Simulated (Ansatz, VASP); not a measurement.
# Sb in VASP and in Ansatz

File INCAR:

```
SYSTEM = Sb
  PREC = Accurate
  ENCUT = 520
  EDIFF = 1E-7
  ISMEAR = -1
  SIGMA = 0.05
  LREAL = .FALSE.
  LASPH = .TRUE.
  NELM = 100
  ALGO = Normal
  ISIF = 2
  LWAVE = .FALSE.
  LCHARG = .FALSE.
  GGA = PE
  NBANDS = 8
```

KPOINTS

```
Automatic mesh
0
G
  12 12 12
  0 0 0
```

The input POSCAR:

```
Sb
1.0
    0.0000000000      2.3126578636      2.3126578636
    2.3126578636      0.0000000000      2.3126578636
    2.3126578636      2.3126578636      0.0000000000
Sb
1
Direct
    0.0000000000      0.0000000000      0.0000000000
```

Input for Ansatz:

```yaml
crystal:
  lattice:
    - [0.0, 2.3126578636, 2.3126578636]
    - [2.3126578636, 0.0, 2.3126578636]
    - [2.3126578636, 2.3126578636, 0.0]
  atoms:
    - { symbol: Sb, position: [0.0, 0.0, 0.0] }
kpoints:
  mp_grid: { grid: [12, 12, 12] }
  band_path:
    path:
      - [0.0, 0.0, 0.0]
      - [0.5, 0.0, 0.5]
      - [0.625, 0.25, 0.625]
      - [0.375, 0.375, 0.75]
      - [0.0, 0.0, 0.0]
      - [0.5, 0.5, 0.5]
      - [0.5, 0.25, 0.75]
      - [0.5, 0.0, 0.5]
    npoints: 5
scf:
  occupations: { method: fermi_dirac, width: 0.05 }
hamiltonian:
  xc: pbe
  pseudopotentials: { kind: all_electron, lapw: { basis_error: 0.001 } }
output:
  forces: true
  stress: true
  eigenvalues: true
```

Change from the starting cell: volume scaled by 1.01.

Alike in both runs: task single point; functional PBE; k mesh 12 × 12 × 12; occupations fermi-dirac, width 0.05 eV; no spin polarisation.

|  | VASP | Ansatz |
| --- | --- | --- |
| version | VASP 6.6.1 | Ansatz 0.2.0 |
| potentials or method | VASP PAW PBE potentials, release 64 (Sb), cutoff 520 eV | all-electron LAPW, scalar-relativistic |

VASP gave:

```
pressure (GPa) : 7.7
```

Q: Which values does Ansatz return?

A: Pressure (GPa): 7.8.

Ansatz ran all-electron here, and VASP with PAW potentials.

Spin-orbit coupling is off throughout.
